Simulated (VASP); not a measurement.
# TiAl3 (I4/mmm) in VASP: a series of runs

Runs on TiAl3. Level: PBE. Tasks: single point.

Everything below comes from runs of VASP 6.6.1. Logs are shortened: lines on timing, memory, paths and dates and some standing lists are left out, and cuts for length are marked.

### 1 The cell of the first run

Symmetry: I4/mmm, No. 139, tetragonal system. Conventional cell: a = 3.730 Å, b = 3.730 Å, c = 8.723 Å, α = 90.00°, β = 90.00°, γ = 90.00°. Within 3.5 Å of Ti (site symmetry 4/mmm) lie 12 Al at 2.64 to 2.87 Å. Al (site symmetry 4/mmm) has 4 Ti at 2.64 Å and 8 Al at 2.87 Å within 3.5 Å. Within 3.5 Å of Al (site symmetry -4m2) lie 8 Al at 2.64 to 2.87 Å and 4 Ti at 2.87 Å.

### 2 Single point, PBE (biaxial strain in the a-b plane: -3.0 %, then relaxed in part)

Input file INCAR:

```
  ALGO = Fast
  EDIFF = 1E-6
  ENCUT = 520
  GGA = PE
  ISIF = 2
  ISMEAR = 0
  LASPH = T
  LCHARG = F
  LREAL = F
  LWAVE = F
  NBANDS = 31
  NELM = 60
  PREC = Accurate
  SIGMA = 0.1
```

Input file KPOINTS:

```
k-points
0
Gamma
  10 10 4
```

Input file POSCAR:

```
TiAl3
1.0
    3.7299864530      0.0000000000      0.0000000000
    0.0000000000      3.7299864530      0.0000000000
    0.0000000000      0.0000000000      8.7233994717
Ti Al
2 6
Direct
    0.0000000000      0.0000000000      0.0000000000
    0.5000000000      0.5000000000      0.5000000000
    0.5000000000      0.5000000000      0.0000000000
    0.0000000000      0.5000000000      0.2500000000
    0.5000000000      0.0000000000      0.2500000000
    0.0000000000      0.0000000000      0.5000000000
    0.5000000000      0.0000000000      0.7500000000
    0.0000000000      0.5000000000      0.7500000000
```

Potentials or basis: VASP PAW PBE potentials, release 64 (Ti_sv, Al).

Launch:

```console
> cat potpaw_PBE.64/Ti_sv/POTCAR potpaw_PBE.64/Al/POTCAR > POTCAR
> mpirun -np 1 vasp_std > vasp.out
```

OUTCAR:

```text
EDIFF = 1E-6
   ENCUT = 520
   GGA = PE
   ISIF = 2
   ISMEAR = 0
   LASPH = T
   LREAL = F
   NELM = 60
   PREC = Accurate

 ion  position               nearest neighbor table
   1  0.000  0.000  0.000-   3 2.64   3 2.64   3 2.64   3 2.64   8 2.87   4 2.87   4 2.87   8 2.87
                             5 2.87   5 2.87   7 2.87   7 2.87
   2  0.500  0.500  0.500-   6 2.64   6 2.64   6 2.64   6 2.64   8 2.87   5 2.87   5 2.87   7 2.87
                             4 2.87   4 2.87   8 2.87   7 2.87
   3  0.500  0.500  0.000-   1 2.64   1 2.64   1 2.64   1 2.64   8 2.87   4 2.87   5 2.87   7 2.87
                             5 2.87   4 2.87   8 2.87   7 2.87
   4  0.000  0.500  0.250-   5 2.64   5 2.64   5 2.64   5 2.64   6 2.87   1 2.87   2 2.87   6 2.87
                             2 2.87   3 2.87   3 2.87   1 2.87
   5  0.500  0.000  0.250-   4 2.64   4 2.64   4 2.64   4 2.64   6 2.87   2 2.87   3 2.87   2 2.87
                             1 2.87   3 2.87   6 2.87   1 2.87
   6  0.000  0.000  0.500-   2 2.64   2 2.64   2 2.64   2 2.64   8 2.87   4 2.87   4 2.87   8 2.87
                             5 2.87   5 2.87   7 2.87   7 2.87
   7  0.500  0.000  0.750-   8 2.64   8 2.64   8 2.64   8 2.64   1 2.87   2 2.87   3 2.87   2 2.87
                             1 2.87   6 2.87   3 2.87   6 2.87
   8  0.000  0.500  0.750-   7 2.64   7 2.64   7 2.64   7 2.64   1 2.87   1 2.87   6 2.87   2 2.87
                             2 2.87   3 2.87   3 2.87   6 2.87

  LATTYP: Found a simple tetragonal cell.
 ALAT       =     3.7299864530
 C/A-ratio  =     2.3387214891

  Lattice vectors:

 A1 = (   3.7299864530,   0.0000000000,   0.0000000000)
 A2 = (   0.0000000000,   3.7299864530,   0.0000000000)
 A3 = (   0.0000000000,   0.0000000000,   8.7233994717)

Analysis of symmetry for initial positions (statically):
=====================================================================
 Subroutine PRICEL returns following result:

  LATTYP: Found a body centered tetragonal cell.
 ALAT       =     3.7299864530
 C/A-ratio  =     2.3387214891

  Lattice vectors:

 A1 = (   1.8649932265,  -1.8649932265,  -4.3616997358)
 A2 = (  -1.8649932265,   1.8649932265,  -4.3616997359)
 A3 = (   1.8649932265,   1.8649932265,   4.3616997359)

   2 primitive cells build up your supercell.

 Routine SETGRP: Setting up the symmetry group for a
 simple tetragonal supercell.

 Subroutine GETGRP returns: Found 16 space group operations
 (whereof 16 operations were pure point group operations)
 out of a pool of 16 trial point group operations.

The static configuration has the point symmetry D_4h.

Analysis of symmetry for dynamics (positions and initial velocities):
=====================================================================
 Subroutine PRICEL returns following result:

  LATTYP: Found a body centered tetragonal cell.
 ALAT       =     3.7299864530
 C/A-ratio  =     2.3387214891

  Lattice vectors:

 A1 = (   1.8649932265,  -1.8649932265,  -4.3616997358)
 A2 = (  -1.8649932265,   1.8649932265,  -4.3616997359)
 A3 = (   1.8649932265,   1.8649932265,   4.3616997359)

   2 primitive cells build up your supercell.

 Routine SETGRP: Setting up the symmetry group for a
 simple tetragonal supercell.

 Subroutine GETGRP returns: Found 16 space group operations
 (whereof 16 operations were pure point group operations)
 out of a pool of 16 trial point group operations.

The dynamic configuration has the point symmetry D_4h.

 Subroutine INISYM returns: Found 16 space group operations
 (whereof 16 operations are pure point group operations),
 and found     2 'primitive' translations

----------------------------------------------------------------------------------------

                                     Primitive cell

  volume of cell :      60.6835

  direct lattice vectors                    reciprocal lattice vectors
     1.864993227 -1.864993227 -4.361699736     0.268097488  0.000000000 -0.114634209
    -1.864993227  1.864993226 -4.361699736     0.000000000  0.268097488 -0.114634209
     1.864993227  1.864993227  4.361699736     0.268097488  0.268097488 -0.000000000

  length of vectors
     5.097138811  5.097138811  5.097138811     0.291577203  0.291577203  0.379147104

  position of ions in fractional coordinates (direct lattice)
     0.000000000  0.000000000  0.000000000
     0.500000000  0.500000000  1.000000000
     0.750000000  0.250000000  0.500000000
     0.250000000  0.750000000  0.500000000

  ion indices of the primitive-cell ions
   primitive index   ion index
                 1           1
                 2           6
                 3           4
                 4           5

----------------------------------------------------------------------------------------

 KPOINTS: k-points

Automatic generation of k-mesh.
 Grid dimensions read from file:
 generate k-points for:   10   10    4

 Generating k-lattice:

  Cartesian coordinates                     Fractional coordinates (reciprocal lattice)
     0.026809749  0.000000000  0.000000000     0.100000000  0.000000000  0.000000000
     0.000000000  0.026809749  0.000000000     0.000000000  0.100000000  0.000000000
     0.000000000  0.000000000  0.028658552     0.000000000  0.000000000  0.250000000

  Length of vectors
     0.026809749  0.026809749  0.028658552

  Shift w.r.t. Gamma in fractional coordinates (k-lattice)
     0.000000000  0.000000000  0.000000000

 Subroutine IBZKPT returns following result:
 ===========================================

 Found     63 irreducible k-points:

 Following reciprocal coordinates:
            Coordinates               Weight
  0.000000  0.000000  0.000000      1.000000
  0.100000  0.000000  0.000000      4.000000
  0.200000  0.000000  0.000000      4.000000
  0.300000  0.000000  0.000000      4.000000
  0.400000  0.000000  0.000000      4.000000
  0.500000  0.000000  0.000000      2.000000
[... 16 lines left out ...]
  0.100000  0.000000  0.250000      8.000000
  0.200000  0.000000  0.250000      8.000000
 [... further k-points ...]
   k-points           NKPTS =     63   k-points in BZ     NKDIM =     63   number of bands    NBANDS=     31
   number of dos      NEDOS =    301   number of ions     NIONS =      8
   total plane-waves  NPLWV =  54880
   dimension x,y,z NGX =    28 NGY =   28 NGZ =   70
   dimension x,y,z NGXF=    56 NGYF=   56 NGZF=  140
   ions per type =               2   6
   NGX,Y,Z   is equivalent  to a cutoff of  12.48, 12.48, 13.34 a.u.
   NGXF,Y,Z  is equivalent  to a cutoff of  24.96, 24.96, 26.68 a.u.
 SYSTEM =  unknown system
   PREC   = accura    normal or accurate (medium, high low for compatibility)
   ISTART =      0    job   : 0-new  1-cont  2-samecut
   ICHARG =      2    charge: 1-file 2-atom 10-const
   ISPIN  =      1    spin polarized calculation?
   LNONCOLLINEAR =      F non collinear calculations
   LSORBIT =      F    spin-orbit coupling
   LASPH  =      T    aspherical Exc in radial PAW
   ENCUT  =  520.0 eV  38.22 Ry    6.18 a.u.   6.94  6.94 16.22*2*pi/ulx,y,z
   NELM   =     60;   NELMIN=  2; NELMDL= -5     # of ELM steps
   EDIFF  = 0.1E-05   stopping-criterion for ELM
   LREAL  =      F    real-space projection
   EDIFFG = 0.1E-04   stopping-criterion for IOM
   NSW    =      0    number of steps for IOM
   IBRION =     -1    ionic relax: 0-MD 1-quasi-New 2-CG
   NFREE  =      0    steps in history (QN), initial steepest desc. (CG)
   ISIF   =      2    stress and relaxation
   ISYM   =      2    0-nonsym 1-usesym 2-fastsym
   POTIM  = 0.5000    time-step for ionic-motion
   TEBEG  =    0.0;   TEEND  =   0.0 temperature during run
   PSTRESS=    0.0 pullay stress
   NELECT =      42.0000    total number of electrons
   NUPDOWN=      -1.0000    fix difference up-down
   EMIN   =  10.00;   EMAX   =-10.00  energy-range for DOS
   EFERMI =   0.00;   METHOD = LEGACY
   ISMEAR =     0;   SIGMA  =   0.10  broadening in eV -4-tet -1-fermi 0-gaus
   EFERMI_NEDOS =   21; number of points for ismear=-14 and -15
   IALGO  =     68    algorithm
   IMIX   =      4    mixing-type and parameters
     AMIX     =   0.40;   BMIX     =  1.00
     AMIX_MAG =   1.60;   BMIX_MAG =  1.00
  volume/ion in A,a.u.               =      15.17       102.38
  Fermi-wavevector in a.u.,A,eV,Ry     =   1.149365  2.171984 17.973828  1.321039
  Thomas-Fermi vector in A             =   2.286035
   LORBIT       =      0    0 simple, 1 ext, 2 COOP (PROOUT), +10 PAW based schemes
   GGA     = PE    functional components
   LHFCALC =     F    Hartree Fock is set to
   AEXX    =    0.0000 exact exchange contribution
   IVDW    =     0    specifies the selected vdW correction
   LEPSILON=     F    determine dielectric tensor
   LRPA    =     F    only Hartree local field effects (RPA)
 non-spin polarized calculation
 RMM-DIIS sequential band-by-band and
 Gauss-broadening in eV      SIGMA  =   0.10
  energy-cutoff  :      520.00
  volume of cell :      121.37
 maximum number of plane-waves:      3290
 NGX is ok and might be reduce to    28
   NGX = 13   NGY = 13   NGZ = 33

 number of electron      41.9999986 magnetization

 Free energy of the ion-electron system (eV)
  ---------------------------------------------------
  ext. energy  EPLUGINS =         0.00000000
  ---------------------------------------------------
  free energy    TOTEN  =       -41.12738249 eV

  energy without entropy =      -41.11152716  energy(sigma->0) =      -41.11945483

 E-fermi :   8.6838     XC(G=0): -10.9148

 val. band max:        8.6797164478   @ k =   0.4000   0.2000   0.2500
 cond. band min:       8.6851747272   @ k =   0.2000   0.0000   0.0000
 fundamental gap:      0.0054582794
 Fermi energy:         8.6838414622

 k-point     1 :       0.0000    0.0000    0.0000
  band No.  band energies     occupation
      1     -47.6821      2.00000
      2     -47.6821      2.00000
      3     -23.9991      2.00000
      4     -23.9991      2.00000
      5     -23.9990      2.00000
      6     -23.9990      2.00000
[... 23 lines left out ...]
     30      12.3740      0.00000
     31      12.5462      0.00000
[... 751 lines left out ...]
      1     -47.6814      2.00000
      2     -47.6814      2.00000
      3     -24.0121      2.00000
      4     -24.0120      2.00000
      5     -23.9982      2.00000
      6     -23.9981      2.00000
[... 23 lines left out ...]
     30      12.6002      0.00000
     31      12.9499      0.00000

 [... further k-points ...]

------------------------ aborting loop because EDIFF is reached ----------------------------------------

  FORCE on cell =-STRESS in cart. coord.  units (eV):
  Direction    XX          YY          ZZ          XY          YZ          ZX
  --------------------------------------------------------------------------------------
  -------------------------------------------------------------------------------------
  Total        6.8174872      6.8174872     -0.0849847      0.0000000      0.0000000      0.0000000
  in kB       89.9983695     89.9983695     -1.1218915      0.0000000      0.0000000      0.0000000
  external PRESSURE =      59.6249492 kB  Pullay stress =       0.0000000 kB

 VOLUME and BASIS-vectors are now :
 -----------------------------------------------------------------------------
  energy-cutoff  :      520.00
  volume of cell :      121.37
      direct lattice vectors                 reciprocal lattice vectors
     3.729986453  0.000000000  0.000000000     0.268097488  0.000000000  0.000000000
     0.000000000  3.729986453  0.000000000     0.000000000  0.268097488  0.000000000
     0.000000000  0.000000000  8.723399472     0.000000000  0.000000000  0.114634209

 POSITION                                       TOTAL-FORCE (eV/Angst)
 -----------------------------------------------------------------------------------
      0.00000      0.00000      0.00000         0.000000     -0.000000     -0.000000
      1.86499      1.86499      4.36170         0.000000     -0.000000      0.000000
      1.86499      1.86499      0.00000         0.000000     -0.000000      0.000000
      0.00000      1.86499      2.18085         0.000000      0.000000      0.000000
      1.86499      0.00000      2.18085        -0.000000     -0.000000     -0.000000
      0.00000      0.00000      4.36170         0.000000     -0.000000     -0.000000
      1.86499      0.00000      6.54255         0.000000      0.000000     -0.000000
      0.00000      1.86499      6.54255        -0.000000     -0.000000     -0.000000
 -----------------------------------------------------------------------------------
    total drift:                                0.000000      0.000000      0.000000

  FREE ENERGIE OF THE ION-ELECTRON SYSTEM (eV)
  ---------------------------------------------------
  free  energy   TOTEN  =       -41.1273824925 eV

  energy  without entropy=      -41.1115271644  energy(sigma->0) =      -41.11945483
```

It took 24 min on 1 thread of AMD EPYC 7R13, shared host; peak memory 0.31 GiB.

Results:

```
Free energy            : -41.1274 eV
Pressure               : 6.0 GPa
Band gap on the k mesh : zero (bands 21 and 22 overlap by 2.35 eV)
```

Levels at points of the mesh, in eV from the Fermi level:
| k point | band 19 | band 20 | band 21 | band 22 | band 23 | band 24 |
| --- | --- | --- | --- | --- | --- | --- |
| (0.00, 0.00, 0.00) | -0.69 | -0.30 | 0.75 | 0.75 | 0.91 | 1.00 |
| (0.50, 0.00, 0.00) | -0.93 | -0.93 | 0.39 | 0.39 | 1.99 | 1.99 |
| (0.50, 0.50, 0.00) | -2.34 | -2.34 | -1.13 | -1.13 | 1.95 | 1.95 |
| (0.00, 0.00, 0.50) | -0.52 | -0.52 | 0.95 | 0.95 | 1.34 | 1.34 |
| (0.50, 0.00, 0.50) | -0.43 | -0.43 | 0.60 | 0.60 | 2.00 | 2.00 |
| (0.50, 0.50, 0.50) | -1.89 | -1.89 | -1.40 | -1.40 | 0.75 | 0.75 |

Caveat: the cell differs from its parent crystal (biaxial strain in the a-b plane: -3.0 %, then relaxed in part); the cell stands under pressure.

### 3 Single point, PBE (biaxial strain in the a-b plane: -3.0 %)

Input file INCAR:

```
SYSTEM = TiAl3
PREC     = Accurate       ! precision mode
ENCUT    = 520            ! plane-wave cutoff, eV
EDIFF    = 1E-6           ! SCF threshold, eV
ISMEAR   = 0              ! smearing method
SIGMA    = 0.1            ! smearing width, eV
LREAL    = .False.        ! projectors in reciprocal space
LASPH    = .True.         ! aspherical terms in the spheres
NELM     = 100            ! most SCF steps
ALGO     = Fast           ! electronic algorithm
ISIF     = 2              ! what is computed and relaxed
LWAVE    = .False.        ! write WAVECAR
LCHARG   = .False.        ! write CHGCAR
GGA      = PE             ! functional
NBANDS   = 31             ! bands
```

Input file KPOINTS:

```
regular mesh
0
Gamma
  10 10 4
  0 0 0
```

POSCAR, as its differences from that of step 2:

```diff
@@ -4,3 +4,3 @@
     0.0000000000      3.7299864530      0.0000000000
-    0.0000000000      0.0000000000      8.7233994717
+    0.0000000000      0.0000000000      8.7780201651
 Ti Al
```

Potentials or basis: VASP PAW PBE potentials, release 64 (Ti_sv, Al).

Launch:

```console
> cat potpaw_PBE.64/Ti_sv/POTCAR potpaw_PBE.64/Al/POTCAR > POTCAR
> mpirun -np 1 vasp_std > vasp.out
```

It took 20 min on 1 thread of AMD EPYC 7R13, shared host; peak memory 0.32 GiB.

Results (log left out):

```yaml
Free_energy: -41.1238 eV
Pressure: 5.3 GPa
Band_gap_on_the_k_mesh: zero (bands 21 and 22 overlap by 2.39 eV)
```

Stress tensor (GPa, compression positive):
```
 8.76  0.00  0.00
 0.00  8.76  0.00
 0.00  0.00 -1.53
```

Levels at points of the mesh, in eV from the Fermi level:
| k point | band 19 | band 20 | band 21 | band 22 | band 23 | band 24 |
| --- | --- | --- | --- | --- | --- | --- |
| (0.00, 0.00, 0.00) | -0.66 | -0.30 | 0.75 | 0.75 | 0.91 | 1.00 |
| (0.50, 0.00, 0.00) | -0.91 | -0.91 | 0.41 | 0.41 | 1.99 | 1.99 |
| (0.50, 0.50, 0.00) | -2.36 | -2.36 | -1.14 | -1.14 | 1.94 | 1.94 |
| (0.00, 0.00, 0.50) | -0.57 | -0.57 | 0.95 | 0.95 | 1.34 | 1.34 |
| (0.50, 0.00, 0.50) | -0.44 | -0.44 | 0.61 | 0.61 | 2.00 | 2.00 |
| (0.50, 0.50, 0.50) | -1.88 | -1.88 | -1.44 | -1.44 | 0.72 | 0.72 |

Caveat: the cell differs from its parent crystal (biaxial strain in the a-b plane: -3.0 %); the cell stands under pressure.
